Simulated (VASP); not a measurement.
The system is Al3Sb2P.

```xyz
6
Lattice="2.1184 -7.1152 0.0000 2.1184 7.1152 0.0000 0.0000 0.0000 4.3843" Properties=species:S:1:pos:R:3 pbc="T T T"
Al    2.1184    0.0000    2.1921
Al    2.1184    2.6326    0.0000
Al    2.1184   -2.6326    0.0000
Sb    2.1184    5.3364    2.1921
Sb    2.1184   -5.3364    2.1921
P     0.0000    0.0000    0.0000
```

The cell was generated, and may not be a known phase.

```yaml
Program: VASP 6.6.1
Task: relaxation of cell and atoms
Functional: PBE
Potentials_or_basis: VASP PAW PBE potentials, release 64 (Al, Sb, P)
Cutoff: 600 eV
k_mesh: 4 × 4 × 4
Occupations: gaussian, width 0.1 eV
Spin: no spin polarisation
```

At the start: pressure 0.9 GPa; volume 22.03 Å³/atom.

Task: How do energy, volume and symmetry change on relaxing?

Result: Over 19 steps the energy falls by 122.6 meV/atom and the volume is 20.94 Å³/atom (-5.0 %); space group Cmmm (No. 65, to 0.1 Å) before and after.

Step by step:
| step | energy change (eV) | largest force (eV/Å) | pressure (GPa) | volume (Å³) |
| --- | --- | --- | --- | --- |
| 1 | 0.0000 | 1.2504 | 0.91 | 132.17 |
| 2 | -0.2006 | 0.7528 | -1.00 | 134.53 |
| 3 | -0.3604 | 0.2390 | -3.87 | 138.30 |
| 4 | -0.4977 | 0.2130 | -3.36 | 135.16 |
| 5 | -0.6844 | 0.0803 | -0.07 | 125.69 |
| 6 | -0.6860 | 0.0952 | -0.44 | 126.48 |
| 7 | -0.6861 | 0.1004 | -0.55 | 126.72 |
| 8 | -0.6917 | 0.0825 | -0.31 | 126.20 |
| 9 | -0.6999 | 0.0283 | 0.44 | 124.75 |
| 10 | -0.7057 | 0.0455 | 0.44 | 124.78 |
| 11 | -0.7141 | 0.0833 | 0.42 | 124.80 |
| 12 | -0.7149 | 0.1236 | 0.37 | 124.81 |
| 13 | -0.7167 | 0.0862 | 0.41 | 124.81 |
| 14 | -0.7252 | 0.0789 | 0.02 | 125.47 |
| 15 | -0.7287 | 0.0804 | -0.41 | 126.21 |
| 16 | -0.7324 | 0.0704 | -0.11 | 125.58 |
| 17 | -0.7337 | 0.0611 | 0.20 | 124.99 |
| 18 | -0.7351 | 0.0446 | 0.06 | 125.25 |
| 19 | -0.7358 | 0.0296 | -0.13 | 125.61 |

Final structure:
```yaml
crystal:
  lattice:
    - [2.10174, -7.73326, 0.00000]
    - [2.10174, 7.73326, 0.00000]
    - [0.00000, 0.00000, 3.86414]
  atoms:
    - { symbol: Al, position: [0.50000, 0.50000, 0.50000] }
    - { symbol: Al, position: [0.31483, 0.68517, 0.00000] }
    - { symbol: Al, position: [0.68517, 0.31483, 0.00000] }
    - { symbol: Sb, position: [0.14327, 0.85673, 0.50000] }
    - { symbol: Sb, position: [0.85673, 0.14327, 0.50000] }
    - { symbol: P, position: [0.00000, 0.00000, 0.00000] }
```

Caveat: the k points lie up to 0.41 Å⁻¹ apart in the final cell, too coarse for converged energies and pressures of a metal.
